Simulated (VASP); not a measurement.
Here is a VASP 6.6.1 calculation.

The input INCAR:

```
SYSTEM = Si2Ni
ALGO = Normal
EDIFF = 1E-7
ENCUT = 520
GGA = PS
ISIF = 2
ISMEAR = 0
ISYM = 0
LASPH = .TRUE.
LCHARG = .FALSE.
LREAL = Auto
LWAVE = .FALSE.
NBANDS = 90
NELM = 80
PREC = Accurate
SIGMA = 0.1
```

The input KPOINTS:

```
Automatic mesh
0
Gamma
  2 2 2
  0.5 0.5 0.5
```

The input POSCAR:

```
Si2Ni
1.0
    5.6969402237     -0.5106815085      5.5738249693
    5.3342373181      5.1755757280     -0.1479786028
   -0.1665144719      5.1941115972      5.2296579328
Si Ni
16 8
Direct
    0.1736635122      0.1054270712      0.1099798910
    0.1788932704      0.5952773886      0.1331788059
    0.5738701315      0.1497518261      0.1679002408
    0.5786963719      0.6309346982      0.1330041072
    0.1774291031      0.1519224088      0.6077400271
    0.1722508534      0.5987373085      0.5911173387
    0.6335636935      0.6325337356      0.6183576609
    0.3917921903      0.8663630602      0.3817880846
    0.8341966013      0.3948083301      0.3808713630
    0.8379480158      0.8864972604      0.4024184042
    0.4244206491      0.3375403591      0.8325546956
    0.8490042153      0.3866715063      0.8641853219
    0.8210692414      0.8840891015      0.8849862809
    0.0272256386      1.0009123487      0.5039764204
    0.0135467652      0.4987386915      0.9927307253
   -0.0299548521      0.9976811173      1.0159184375
    0.6937056585      0.1156996509      0.6068597351
    0.3541083319      0.3836364544      0.3673707233
    0.2996328870      0.8879807207      0.9048021162
    0.5079250093      0.5094287580      0.4878533215
    0.5056737380      0.9870233158      0.5217460797
   -0.0210881926      0.5164411623      0.4979110509
    0.5136134939      0.4964509659      0.9697538782
    0.4994510183      0.9900745529      0.0164790077
```

Potentials or basis: VASP PAW PBE potentials, release 64 (Si, Ni).

Run with:

```sh
$ cat potpaw_PBE.64/Si/POTCAR potpaw_PBE.64/Ni/POTCAR > POTCAR
$ mpirun -np 1 vasp_std > vasp.out
```

(1) Predict the band gap on the k mesh.

(2) What does it give for the largest force?

(3) What does it give for the pressure?

Answers

(1) zero (bands 72 and 73 overlap by 0.14 eV).

(2) 0.038 eV/Å.

(3) 0.2 GPa.

Caveat: the k points lie up to 0.50 Å⁻¹ apart; the PAW data sets were made with another functional, which shifts forces and pressure a little.
